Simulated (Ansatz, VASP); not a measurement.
CsPbBr3: VASP beside Ansatz

```xyz
5
Lattice="5.9851 0.0000 0.0000 0.0000 5.9851 0.0000 0.0000 0.0000 5.9851" Properties=species:S:1:pos:R:3 pbc="T T T"
Pb    2.9926    2.9926    2.9926
Cs    0.0000    0.0000    0.0000
Br    2.9926    2.9926    0.0000
Br    2.9926    0.0000    2.9926
Br    0.0000    2.9926    2.9926
```

Change from the starting cell: volume scaled by 1.06.

Alike in both runs: task single point; functional PBEsol; k mesh 5 × 5 × 5; occupations fermi-dirac, width 0.05 eV; no spin polarisation.

|  | VASP | Ansatz |
| --- | --- | --- |
| version | VASP 6.6.1 | Ansatz 0.2.0 |
| potentials or method | VASP PAW PBE potentials, release 64 (Pb_d, Cs_sv, Br), cutoff 520 eV | all-electron LAPW, scalar-relativistic |

```tsv
	VASP	Ansatz	Ansatz less VASP
gap on the k mesh at the Fermi level (eV)	2.66	2.66	-0.003
least direct gap on the mesh (eV)	2.66	2.66	-0.003
pressure (GPa)	-1.1	-1.1	+0.01
```

VASP's potentials were made for PBE, not for PBEsol. Ansatz ran all-electron here, and VASP with PAW potentials.

Neither program's run includes spin-orbit coupling.
